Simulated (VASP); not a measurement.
Set up this calculation in VASP 6.6.1, as the native input.

* Task: single point
* Functional: LDA
* Potentials or basis: VASP PAW LDA potentials, release 64 (Nb_sv, P)
* Cutoff: 520 eV
* k mesh: 11 × 11 × 11
* Occupations: fermi-dirac, width 0.05 eV
* Spin: no spin polarisation
* Hubbard terms: Nb d U = 6.0 eV
* Dipole correction: no
* Further INCAR settings: ALGO = Normal; EDIFF = 1e-07; NBANDS = 26

The structure of NbP lies in POSCAR:

```
NbP
1.0
   -1.6749232544      1.6749232544      5.7401081759
    1.6749232544     -1.6749232544      5.7401081759
    1.6749232544      1.6749232544     -5.7401081759
Nb P
2 2
Direct
    0.2498808000      0.7498808000      0.5000000000
    0.4998808000      0.4998808000      0.0000000000
    0.8327477700      0.3327477700      0.5000000000
    0.0827477700      0.0827477700      0.0000000000
```

One way to write it, as run:

INCAR

```
PREC = Accurate
ENCUT = 520
EDIFF = 1E-7
ISMEAR = -1
SIGMA = 0.05
LREAL = F
LASPH = T
NELM = 150
ALGO = Normal
ISIF = 2
LWAVE = F
LCHARG = F
LMAXMIX = 4
LDAU = T
LDAUTYPE = 2
LDAUL = 2 -1
LDAUU = 6 0
LDAUJ = 0 0
LDAUPRINT = 1
NBANDS = 26
```

KPOINTS

```
Automatic mesh
0
Gamma
  11 11 11
```

Potentials or basis: VASP PAW LDA potentials, release 64 (Nb_sv, P).

Launch:

```sh
$ cat potpaw_LDA.64/Nb_sv/POTCAR potpaw_LDA.64/P/POTCAR > POTCAR
$ mpirun -np 1 vasp_std > vasp.out
```

Results of the run:

| Quantity | Value |
| --- | --- |
| Pressure | -0.7 GPa |
| Band gap on the k mesh | zero (bands 18 and 19 overlap by 0.06 eV) |

Caveat: U without spin polarisation on a metal has little footing; the U is typed as a test and isn't derived for this compound.

Run time: 7.2 min on 1 thread of Intel(R) Xeon(R) Platinum 8259CL CPU @ 2.50GHz (Skylake/Cascade Lake), with other jobs on the host, peak memory 0.37 GiB.
